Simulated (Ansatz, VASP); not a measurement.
# SrTe in VASP and in Ansatz

```xyz
2
Lattice="0.0000 3.4217 3.4217 3.4217 0.0000 3.4217 3.4217 3.4217 0.0000" Properties=species:S:1:pos:R:3 pbc="T T T"
Sr    0.0000    0.0000    0.0000
Te    3.4217    3.4217    3.4217
```

Change from the starting cell: volume scaled by 1.06, PAW files.

Alike in both runs: task electric field gradients; functional PBE; k mesh 7 × 7 × 7; occupations fermi-dirac, width 0.01 eV; no spin polarisation.

|  | VASP | Ansatz |
| --- | --- | --- |
| version | VASP 6.6.1 | Ansatz 0.2.0 |
| potentials or method | VASP PAW PBE potentials, release 64 (Sr_sv, Te) | PAW with Ansatz's default frozen-core files, scalar-relativistic |
| plane-wave cutoff (eV) | 400 | 420 |
| valence electrons in the cell | 16 | 26 |

Ansatz gave:

- gap on the k mesh at the Fermi level (eV): 1.96
- pressure (GPa): -1.6

Problem. Which values does VASP return?

Solution. gap on the k mesh at the Fermi level (eV): 1.94; pressure (GPa): -1.5.

The functional is the same, so the differences come from potentials, cutoffs and numerics. VASP's potentials hold 16 valence electrons a cell and Ansatz's 26, so a difference there can come from the potentials and not from the codes.

Spin-orbit coupling is off throughout.
